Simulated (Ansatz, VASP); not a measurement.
# BN: VASP beside Ansatz

```
B N
1.0
     2.50073    0.00000    0.00000
    -1.25037    2.16570    0.00000
     0.00000    0.00000   45.84237
B N
4 4
Direct
  0.66667 0.33333 0.38740
  0.33333 0.66667 0.46246
  0.66667 0.33333 0.53754
  0.33333 0.66667 0.61260
  0.33333 0.66667 0.38736
  0.66667 0.33333 0.46246
  0.33333 0.66667 0.53754
  0.66667 0.33333 0.61264
```

Alike in both runs: functional r2SCAN; k mesh 12 × 12 × 1; occupations gaussian, width 0.02 eV; no spin polarisation.

Ansatz relaxed the structure, and its values are those at the end. VASP's run is a single point on that final structure, the one shown.

```csv
,VASP,Ansatz
version,VASP 6.6.1,Ansatz 0.2.0
potentials or method,"VASP PAW PBE potentials, release 64 (B, N), cutoff 520 eV","scalar-relativistic, plane waves, PAW"
valence electrons in the cell,32,32
```

VASP gave:

- gap on the k mesh at the Fermi level (eV): 4.99
- least direct gap on the mesh (eV): 5.40

Question: Estimate Ansatz's values.

Answer: gap on the k mesh at the Fermi level (eV): 4.95; least direct gap on the mesh (eV): 5.34.

VASP's potentials were made for PBE, not for r2SCAN. The functional is the same, so the differences come from potentials, cutoffs and numerics. Ansatz's warnings: xc potential rough in thin density.
